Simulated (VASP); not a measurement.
Input of a VASP 6.6.1 run:

File INCAR:

```
ALGO = Normal
EDIFF = 1E-7
EDIFFG = -0.01
ENCUT = 600
GGA = PS
IBRION = 2
ISIF = 3
ISMEAR = -1
LASPH = T
LCHARG = F
LREAL = F
LWAVE = F
NELM = 80
NSW = 100
PREC = Accurate
SIGMA = 0.03
```

KPOINTS

```
k-points
0
Gamma
  6 6 2
```

The input POSCAR:

```
Zn2AsP3
1.0
    3.9943141700      0.0000000000      0.0000000000
   -1.9971570900      3.4591775500      0.0000000000
    0.0000000000      0.0000000000      9.8790041400
Zn As P
2 1 3
Direct
    0.3333333300      0.6666666700      0.6790233900
    0.6666666700      0.3333333300      0.3209766100
    0.0000000000      0.0000000000      0.0000000000
    0.3333333300      0.6666666700      0.1429916000
    0.6666666700      0.3333333300      0.8570084000
    0.0000000000      0.0000000000      0.5000000000
```

Potentials or basis: VASP PAW PBE potentials, release 64 (Zn, As, P).

Launch:

```console
$ cat potpaw_PBE.64/Zn/POTCAR potpaw_PBE.64/As/POTCAR potpaw_PBE.64/P/POTCAR > POTCAR
$ mpirun -np 1 vasp_std > vasp.out
```

Q: Estimate the relaxed volume.

A: 16.04 Å³/atom.

Q: What does it give for the space group after relaxing (to 0.1 Å)?

A: P-3m1 (No. 164).

Step by step:
```csv
step,energy change (eV),largest force (eV/Å),pressure (GPa),volume (Å³)
1,0.0000,0.4446,-14.56,136.50
2,-2.3931,1.6949,-0.51,99.57
3,-2.3968,1.7531,0.57,98.46
4,-2.6675,0.9775,0.74,96.70
5,-2.7781,0.5892,1.82,95.03
6,-2.7865,0.6065,2.36,94.41
7,-2.8338,0.3834,-1.75,98.13
8,-2.8343,0.4041,-1.41,97.77
9,-2.8700,0.1526,-0.66,96.98
10,-2.8781,0.0739,0.03,96.42
11,-2.8802,0.0443,-0.02,96.42
12,-2.8811,0.0402,-0.07,96.42
13,-2.8811,0.0408,-0.08,96.42
14,-2.8813,0.0242,0.12,96.21
15,-2.8813,0.0228,0.14,96.19
16,-2.8815,0.0064,0.04,96.27
```

Caveat: the volume moved by over 15 % at a fixed basis, so the end points are rough; the PAW data sets were made with another functional, which shifts forces and pressure a little.
